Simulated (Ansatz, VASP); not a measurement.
## ZnF2 in VASP and in Ansatz

Contents of POSCAR:

```
ZnF2
1.0
    4.6558502960      0.0000000000      0.0000000000
    0.0000000000      4.6558502960      0.0000000000
    0.0000000000      0.0000000000      3.0952023724
Zn F
2 4
Direct
    0.0000000000      0.0000000000      0.0000000000
    0.5000000000      0.5000000000      0.5000000000
    0.3031905513      0.3031905513      0.0000000000
    0.1968094487      0.8031905513      0.5000000000
    0.6968094487      0.6968094487      0.0000000000
    0.8031905513      0.1968094487      0.5000000000
```

File INCAR.step1:

```
SYSTEM = ZnF2
ALGO     = Normal         ! electronic algorithm
EDIFF    = 1E-5           ! SCF threshold, eV
ENCUT    = 660            ! plane-wave cutoff, eV
GGA      = PE             ! functional
GGA_COMPAT= .FALSE.      
ISMEAR   = 0              ! smearing method
LASPH    = .TRUE.         ! aspherical terms in the spheres
LCHARG   = .FALSE.        ! write CHGCAR
LREAL    = .FALSE.        ! projectors in reciprocal space
LWAVE    = .TRUE.         ! write WAVECAR
NBANDS   = 35             ! bands
NELM     = 120            ! most SCF steps
PREC     = Accurate       ! precision mode
SIGMA    = 0.01           ! smearing width, eV
```

INCAR.step2

```
SYSTEM = ZnF2
ALGO     = Normal         ! electronic algorithm
EDIFF    = 1E-6           ! SCF threshold, eV
ENCUT    = 660            ! plane-wave cutoff, eV
GGA_COMPAT= .FALSE.      
ISIF     = 2              ! what is computed and relaxed
ISMEAR   = 0              ! smearing method
ISTART   = 1            
LASPH    = .TRUE.         ! aspherical terms in the spheres
LCHARG   = .FALSE.        ! write CHGCAR
LMIXTAU  = .TRUE.       
LREAL    = .FALSE.        ! projectors in reciprocal space
LWAVE    = .FALSE.        ! write WAVECAR
METAGGA  = R2SCAN         ! meta-GGA
NBANDS   = 35             ! bands
NELM     = 120            ! most SCF steps
PREC     = Accurate       ! precision mode
SIGMA    = 0.01           ! smearing width, eV
```

Contents of KPOINTS:

```
k-points
0
G
  4 4 6
  0 0 0
```

Input for Ansatz:

```yaml
crystal:
  lattice:
    - [4.655850296, 0.0, 0.0]
    - [0.0, 4.655850296, 0.0]
    - [0.0, 0.0, 3.0952023724]
  atoms:
    - { symbol: Zn, position: [0.0, 0.0, 0.0] }
    - { symbol: Zn, position: [0.5, 0.5, 0.5] }
    - { symbol: F, position: [0.3031905513, 0.3031905513, 0.0] }
    - { symbol: F, position: [0.1968094487, 0.8031905513, 0.5] }
    - { symbol: F, position: [0.6968094487, 0.6968094487, 0.0] }
    - { symbol: F, position: [0.8031905513, 0.1968094487, 0.5] }
kpoints:
  mp_grid: { grid: [4, 4, 6] }
hamiltonian:
  xc: r2scan
scf:
  occupations: { method: fixed }
  n_extra_bands: 5
output:
  forces: true
  stress: true
  eigenvalues: true
```

Alike in both runs: task single point; functional r2SCAN; k mesh 4 × 4 × 6; no spin polarisation.

|  | VASP | Ansatz |
| --- | --- | --- |
| version | VASP 6.6.1 | Ansatz 0.2.0 |
| potentials or method | VASP PAW PBE potentials, release 64 (Zn, F) | plane waves, PAW |
| plane-wave cutoff (eV) | 660 | 500 |
| occupations | gaussian, width 0.01 eV | fixed |
| valence electrons in the cell | 52 | 52 |

|  | VASP | Ansatz | Ansatz less VASP |
| --- | --- | --- | --- |
| gap on the k mesh at the Fermi level (eV) | 4.27 | 4.33 | +0.062 |
| pressure (GPa) | 4.5 | 4.0 | -0.50 |
| traceless stress, the component that is largest in VASP (GPa) | 0.83 | 0.52 | -0.302 |
| rms of the force components (eV/Å) | 0.031 | 0.024 | -0.0070 |

VASP's potentials were made for PBE, not for r2SCAN. Atom by atom the forces differ by 0.007 eV/Å (rms over components).
